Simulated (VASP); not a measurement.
# Cl (Im-3m) in VASP: further runs, part 2 of 2

VASP 6.6.1. The steps go on from the part before.

**5. Single point, PBE (volume scaled by 0.7)**

INCAR

```
  ALGO = Normal
  EDIFF = 1E-6
  ENCUT = 520
  GGA = PE
  ISIF = 2
  ISMEAR = -1
  LASPH = T
  LCHARG = T
  LELF = T
  LREAL = F
  LVHAR = T
  LWAVE = F
  NBANDS = 10
  NELM = 100
  PREC = Accurate
  SIGMA = 0.1
```

KPOINTS

```
k-points
0
Gamma
  17 17 17
```

POSCAR

```
Cl
1.0
   -1.5577633237      1.5577633237      1.5577633237
    1.5577633237     -1.5577633237      1.5577633237
    1.5577633237      1.5577633237     -1.5577633237
Cl
1
Direct
    0.0000000000      0.0000000000      0.0000000000
```

Potentials or basis: VASP PAW PBE potentials, release 64 (Cl).

The run is started by

```sh
$ cat potpaw_PBE.64/Cl/POTCAR > POTCAR
$ mpirun -np 1 vasp_std > vasp.out
```

OUTCAR:

```text
EDIFF = 1E-6
   ENCUT = 520
   GGA = PE
   ISIF = 2
   ISMEAR = -1
   LASPH = T
   LREAL = F
   NELM = 100
   PREC = Accurate

 ion  position               nearest neighbor table
   1  0.000  0.000  0.000-

  LATTYP: Found a body centered cubic cell.
 ALAT       =     3.1155266474

  Lattice vectors:

 A1 = (  -1.5577633237,   1.5577633237,   1.5577633237)
 A2 = (   1.5577633237,  -1.5577633237,   1.5577633237)
 A3 = (   1.5577633237,   1.5577633237,  -1.5577633237)

Analysis of symmetry for initial positions (statically):
=====================================================================
 Subroutine PRICEL returns:
 Original cell was already a primitive cell.

 Routine SETGRP: Setting up the symmetry group for a
 body centered cubic supercell.

 Subroutine GETGRP returns: Found 48 space group operations
[... 9 lines left out ...]

 Routine SETGRP: Setting up the symmetry group for a
 body centered cubic supercell.

 Subroutine GETGRP returns: Found 48 space group operations
[... 11 lines left out ...]
                                     Primitive cell

  volume of cell :      15.1204

  direct lattice vectors                    reciprocal lattice vectors
    -1.557763324  1.557763324  1.557763324     0.000000000  0.320973021  0.320973021
     1.557763324 -1.557763324  1.557763324     0.320973021  0.000000000  0.320973021
     1.557763324  1.557763324 -1.557763324     0.320973021  0.320973021  0.000000000

  length of vectors
     2.698125223  2.698125223  2.698125223     0.453924399  0.453924399  0.453924399

  position of ions in fractional coordinates (direct lattice)
     0.000000000  0.000000000  0.000000000

  ion indices of the primitive-cell ions
   primitive index   ion index
                 1           1

----------------------------------------------------------------------------------------

 KPOINTS: k-points

Automatic generation of k-mesh.
 Grid dimensions read from file:
 generate k-points for:   17   17   17

 Generating k-lattice:

  Cartesian coordinates                     Fractional coordinates (reciprocal lattice)
     0.000000000  0.018880766  0.018880766     0.058823529  0.000000000  0.000000000
     0.018880766  0.000000000  0.018880766     0.000000000  0.058823529  0.000000000
     0.018880766  0.018880766  0.000000000     0.000000000  0.000000000  0.058823529

  Length of vectors
     0.026701435  0.026701435  0.026701435

  Shift w.r.t. Gamma in fractional coordinates (k-lattice)
     0.000000000  0.000000000  0.000000000

 Subroutine IBZKPT returns following result:
 ===========================================

 Found    165 irreducible k-points:

 Following reciprocal coordinates:
            Coordinates               Weight
  0.000000  0.000000  0.000000      1.000000
  0.058824  0.000000  0.000000     12.000000
  0.117647  0.000000  0.000000     12.000000
  0.176471  0.000000  0.000000     12.000000
  0.235294  0.000000  0.000000     12.000000
  0.294118  0.000000  0.000000     12.000000
[... 16 lines left out ...]
  0.411765  0.117647  0.000000     48.000000
  0.176471  0.176471  0.000000     24.000000
 [... further k-points ...]
   k-points           NKPTS =    165   k-points in BZ     NKDIM =    165   number of bands    NBANDS=     10
   number of dos      NEDOS =    301   number of ions     NIONS =      1
   total plane-waves  NPLWV =   8000
   dimension x,y,z NGX =    20 NGY =   20 NGZ =   20
   dimension x,y,z NGXF=    40 NGYF=   40 NGZF=   40
   ions per type =               1
   NGX,Y,Z   is equivalent  to a cutoff of  12.32, 12.32, 12.32 a.u.
   NGXF,Y,Z  is equivalent  to a cutoff of  24.65, 24.65, 24.65 a.u.
 SYSTEM =  unknown system
   PREC   = accura    normal or accurate (medium, high low for compatibility)
   ISTART =      0    job   : 0-new  1-cont  2-samecut
   ICHARG =      2    charge: 1-file 2-atom 10-const
   ISPIN  =      1    spin polarized calculation?
   LNONCOLLINEAR =      F non collinear calculations
   LSORBIT =      F    spin-orbit coupling
   LASPH  =      T    aspherical Exc in radial PAW
   ENCUT  =  520.0 eV  38.22 Ry    6.18 a.u.   5.02  5.02  5.02*2*pi/ulx,y,z
   NELM   =    100;   NELMIN=  2; NELMDL= -5     # of ELM steps
   EDIFF  = 0.1E-05   stopping-criterion for ELM
   LREAL  =      F    real-space projection
   EDIFFG = 0.1E-04   stopping-criterion for IOM
   NSW    =      0    number of steps for IOM
   IBRION =     -1    ionic relax: 0-MD 1-quasi-New 2-CG
   NFREE  =      0    steps in history (QN), initial steepest desc. (CG)
   ISIF   =      2    stress and relaxation
   ISYM   =      2    0-nonsym 1-usesym 2-fastsym
   POTIM  = 0.5000    time-step for ionic-motion
   TEBEG  =    0.0;   TEEND  =   0.0 temperature during run
   PSTRESS=    0.0 pullay stress
   NELECT =       7.0000    total number of electrons
   NUPDOWN=      -1.0000    fix difference up-down
   EMIN   =  10.00;   EMAX   =-10.00  energy-range for DOS
   EFERMI =   0.00;   METHOD = LEGACY
   ISMEAR =    -1;   SIGMA  =   0.10  broadening in eV -4-tet -1-fermi 0-gaus
   EFERMI_NEDOS =   21; number of points for ismear=-14 and -15
   IALGO  =     38    algorithm
   IMIX   =      4    mixing-type and parameters
     AMIX     =   0.40;   BMIX     =  1.00
     AMIX_MAG =   1.60;   BMIX_MAG =  1.00
  volume/ion in A,a.u.               =      15.12       102.04
  Fermi-wavevector in a.u.,A,eV,Ry     =   1.266444  2.393232 21.822123  1.603881
  Thomas-Fermi vector in A             =   2.399645
   LORBIT       =      0    0 simple, 1 ext, 2 COOP (PROOUT), +10 PAW based schemes
   GGA     = PE    functional components
   LHFCALC =     F    Hartree Fock is set to
   AEXX    =    0.0000 exact exchange contribution
   IVDW    =     0    specifies the selected vdW correction
   LEPSILON=     F    determine dielectric tensor
   LRPA    =     F    only Hartree local field effects (RPA)
 non-spin polarized calculation
  energy-cutoff  :      520.00
  volume of cell :       15.12
 maximum number of plane-waves:       420
   NGX =  9   NGY =  9   NGZ =  9

 number of electron       6.9999998 magnetization

 Free energy of the ion-electron system (eV)
  ---------------------------------------------------
  ext. energy  EPLUGINS =         0.00000000
  ---------------------------------------------------
  free energy    TOTEN  =        -0.61446242 eV

  energy without entropy =       -0.57475704  energy(sigma->0) =       -0.59460973

 E-fermi :   6.5534     XC(G=0): -11.2788

 val. band max:        6.5517497811   @ k =   0.4118   0.1765   0.0000
 cond. band min:       6.5808408506   @ k =   0.3529   0.1765   0.0000
 fundamental gap:      0.0290910695
 Fermi energy:         6.5533653568

 k-point     1 :       0.0000    0.0000    0.0000
  band No.  band energies     occupation
      1     -11.8318      2.00000
      2       7.8216      0.00001
      3       7.8216      0.00001
      4       7.8216      0.00001
      5      19.5265      0.00000
      6      20.4559      0.00000
      7      20.4559      0.00000
      8      20.4559      0.00000
      9      24.2022      0.00000
     10      24.2022      0.00000

 k-point     2 :       0.0588    0.0000    0.0000
  band No.  band energies     occupation
      1     -11.7536      2.00000
      2       7.4655      0.00022
      3       7.7059      0.00002
      4       7.8049      0.00001
      5      19.7392      0.00000
      6      20.2308      0.00000
      7      20.4637      0.00000
      8      20.7449      0.00000
      9      23.7366      0.00000
     10      24.1381      0.00000

 k-point     3 :       0.1176    0.0000    0.0000
  band No.  band energies     occupation
      1     -11.5216      2.00000
      2       6.5167      1.18150
      3       7.3941      0.00045
      4       7.7566      0.00001
      5      19.4871      0.00000
      6      19.6618      0.00000
      7      21.1197      0.00000
      8      21.5747      0.00000
      9      23.1848      0.00000
     10      24.0204      0.00000
[... 248 lines left out ...]
 k-point    23 :       0.4118    0.1176    0.0000
  band No.  band energies     occupation
      1      -8.2671      2.00000
      2      -0.5595      2.00000
      3       4.5469      2.00000
      4       6.7919      0.16856
      5      15.9173      0.00000
      6      17.5065      0.00000
      7      24.4777      0.00000
      8      25.2999      0.00000
      9      28.9029      0.00000
     10      30.9937      0.00000

 k-point    24 :       0.1765    0.1765    0.0000
  band No.  band energies     occupation
      1      -9.8938      2.00000
      2       2.5276      2.00000
      3       5.3359      1.99999
      4       6.9738      0.02942
      5      17.5213      0.00000
      6      18.5107      0.00000
      7      22.3744      0.00000
      8      22.9969      0.00000
      9      26.4639      0.00000
     10      28.4289      0.00000

 [... further k-points ...]
[... 5 lines left out ...]
  --------------------------------------------------------------------------------------
  -------------------------------------------------------------------------------------
  Total        2.5081249      2.5081249      2.5081249     -0.0000000     -0.0000000      0.0000000
  in kB      265.7634919    265.7634919    265.7634919     -0.0000000     -0.0000000      0.0000000
  external PRESSURE =     265.7634919 kB  Pullay stress =       0.0000000 kB

 VOLUME and BASIS-vectors are now :
 -----------------------------------------------------------------------------
  energy-cutoff  :      520.00
  volume of cell :       15.12
      direct lattice vectors                 reciprocal lattice vectors
    -1.557763324  1.557763324  1.557763324     0.000000000  0.320973021  0.320973021
     1.557763324 -1.557763324  1.557763324     0.320973021  0.000000000  0.320973021
     1.557763324  1.557763324 -1.557763324     0.320973021  0.320973021  0.000000000

 POSITION                                       TOTAL-FORCE (eV/Angst)
 -----------------------------------------------------------------------------------
      0.00000      0.00000      0.00000        -0.000000      0.000000      0.000000
 -----------------------------------------------------------------------------------
    total drift:                                0.000000      0.000000      0.000000

  FREE ENERGIE OF THE ION-ELECTRON SYSTEM (eV)
  ---------------------------------------------------
  free  energy   TOTEN  =        -0.6144624157 eV

  energy  without entropy=       -0.5747570406  energy(sigma->0) =       -0.59460973
```

OSZICAR:

```text
N       E                     dE             d eps       ncg     rms          rms(c)
DAV:   1     0.170720743972E+02    0.17072E+02   -0.33114E+03  3376   0.561E+02
DAV:   2    -0.100647522087E+00   -0.17173E+02   -0.16604E+02  4442   0.102E+02
DAV:   3    -0.612218499268E+00   -0.51157E+00   -0.49963E+00  4012   0.143E+01
DAV:   4    -0.613519197128E+00   -0.13007E-02   -0.13005E-02  3972   0.934E-01
DAV:   5    -0.613522344875E+00   -0.31477E-05   -0.31474E-05  4008   0.441E-02    0.889E+00
DAV:   6    -0.613696085693E+00   -0.17374E-03   -0.16490E-03  3718   0.244E-01    0.530E+00
DAV:   7    -0.614473913355E+00   -0.77783E-03   -0.24069E-03  3584   0.312E-01    0.926E-02
DAV:   8    -0.614459399515E+00    0.14514E-04   -0.10948E-04  3840   0.615E-02    0.187E-02
DAV:   9    -0.614461445799E+00   -0.20463E-05   -0.36756E-06  4214   0.146E-02    0.386E-03
DAV:  10    -0.614462506460E+00   -0.10607E-05   -0.90975E-07  2480   0.703E-03    0.260E-03
DAV:  11    -0.614462415676E+00    0.90784E-07   -0.70537E-08  1926   0.214E-03
   1 F= -.61446242E+00 E0= -.59460973E+00  d E =-.397054E-01
```

stdout:

```text
POSCAR found type information on POSCAR Cl
 POSCAR found :  1 types and       1 ions
 scaLAPACK will be used
 LDA part: xc-table for (Slater+PW92), standard interpolation
 POSCAR, INCAR and KPOINTS ok, starting setup
 FFT: planning ... GRIDC
 FFT: planning ... GRID_SOFT
 FFT: planning ... GRID
 WAVECAR not read
 entering main loop
```

Wall time 7.2 s (1 thread of AMD EPYC 9R45 (Zen 5), shared host); peak memory 0.1 GiB.

What came out:

| Property | Result |
| --- | --- |
| Free energy | -0.6145 eV |
| Pressure | 26.6 GPa |

Caveat: an odd number of electrons without spin polarisation forces a metal; a magnetic or distorted state may lie lower.

**6. Single point, PBE (volume scaled by 0.7)**

INCAR

```
SYSTEM = Cl
PREC = Accurate
ENCUT = 520
EDIFF = 1E-6
ISMEAR = -1
SIGMA = 0.1
LREAL = .False.
LASPH = .True.
NELM = 100
ALGO = Normal
ISIF = 2
LWAVE = .False.
LCHARG = .False.
GGA = PE
NBANDS = 10
```

KPOINTS

```
regular mesh
0
Gamma
  17 17 17
  0 0 0
```

POSCAR is that of step 5.

Potentials or basis: VASP PAW PBE potentials, release 64 (Cl).

The run is started by

```sh
$ cat potpaw_PBE.64/Cl/POTCAR > POTCAR
$ mpirun -np 1 vasp_std > vasp.out
```

Wall time 6.9 s (1 thread of AMD EPYC 9R45 (Zen 5), shared host); peak memory 0.1 GiB.

The run converged. Its results:

| Item | Value |
| --- | --- |
| Free energy | -0.6145 eV |
| Pressure | 26.6 GPa |

Levels at points of the mesh, in eV from the Fermi level:
```tsv
k point	band 1	band 2	band 3	band 4	band 5	band 6	band 7	band 8	band 9
(0.00, 0.00, 0.00)	-18.39	1.27	1.27	1.27	12.97	13.90	13.90	13.90	17.65
```

Caveat: an odd number of electrons without spin polarisation forces a metal; a magnetic or distorted state may lie lower.

**7. Overview**

```tsv
cell	gap on the mesh (eV)	pressure (GPa)
a = 2.412 Å, angles 109.5°, 1 atom	none	112.3
a = 2.563 Å, angles 109.5°, 1 atom	none	54.9
a = 2.698 Å, angles 109.5°, 1 atom	none	26.6
```

Alike in all rows: task single point; level PBE; potentials or basis VASP PAW PBE potentials, release 64 (Cl); no spin polarisation; k mesh 17 × 17 × 17; cutoff (eV) 520; smearing fermi-dirac 0.1 eV.

Caveats: an odd number of electrons without spin polarisation forces a metal; a magnetic or distorted state may lie lower.

Total energies depend on the potentials used, so only differences within one code and one set of settings carry meaning.
